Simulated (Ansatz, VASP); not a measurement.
## Two plane-wave programs on C

```
C
1.0
     4.93307   -4.27216    0.00000
    -6.16633   -2.13608    0.00000
     0.00000    0.00000   -8.46545
C
28
Direct
  0.57143 0.85714 0.75000
  0.14286 0.71429 0.75000
  0.71429 0.57143 0.75000
  0.28571 0.42857 0.75000
  0.85714 0.28571 0.75000
  0.42857 0.14286 0.75000
  0.00000 0.00000 0.75000
  0.57143 0.85714 0.25000
  0.14286 0.71429 0.25000
  0.71429 0.57143 0.25000
  0.28571 0.42857 0.25000
  0.85714 0.28571 0.25000
  0.42857 0.14286 0.25000
  0.00000 0.00000 0.25000
  0.33333 0.66667 0.75000
  0.90476 0.52381 0.75000
  0.47619 0.38095 0.75000
  0.04762 0.23810 0.75000
  0.61905 0.09524 0.75000
  0.19048 0.95238 0.75000
  0.76190 0.80952 0.75000
  0.52381 0.61905 0.25000
  0.09524 0.47619 0.25000
  0.66667 0.33333 0.25000
  0.23810 0.19048 0.25000
  0.80952 0.04762 0.25000
  0.38095 0.90476 0.25000
  0.95238 0.76190 0.25000
```

Alike in both runs: task single point; functional PBE; k mesh 5 × 5 × 3; occupations gaussian, width 0.1 eV; no spin polarisation.

```csv
,VASP,Ansatz
version,VASP 6.6.1,Ansatz 0.2.0
potentials or method,"VASP PAW PBE potentials, release 64 (C), cutoff 520 eV","scalar-relativistic, plane waves, PAW"
valence electrons in the cell,112,112
```

```tsv
	VASP	Ansatz	Ansatz less VASP
gap on the k mesh at the Fermi level (eV)	1.22	1.22	0.000
least direct gap on the mesh (eV)	1.22	1.22	0.000
pressure (GPa)	0.3	0.0	-0.33
traceless stress, the component that is largest in VASP (GPa)	-0.33	0.08	+0.408
```
